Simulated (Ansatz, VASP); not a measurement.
**N in VASP and in Ansatz**

```
N
1.0
     0.00000    1.51868    1.51868
     1.51868    0.00000    1.51868
     1.51868    1.51868    0.00000
N
1
Direct
  0.00000 0.00000 0.00000
```

Alike in both runs: task single point; functional LDA; k mesh 22 × 22 × 22; occupations gaussian, width 0.1 eV; no spin polarisation.

```csv
,VASP,Ansatz
version,VASP 6.6.1,Ansatz 0.2.0
potentials or method,"VASP PAW LDA potentials, release 64 (N), cutoff 600 eV","scalar-relativistic, plane waves, PAW"
valence electrons in the cell,5,5
```

|  | VASP | Ansatz | Ansatz less VASP |
| --- | --- | --- | --- |
| gap on the k mesh at the Fermi level (eV) | none | none | - |
| pressure (GPa) | 2.2 | 2.0 | -0.15 |

LDA's correlation is that of Perdew and Zunger in VASP and of Perdew and Wang (1992) in Ansatz. A gap of «none» marks a metal or a gap that the smearing closes.
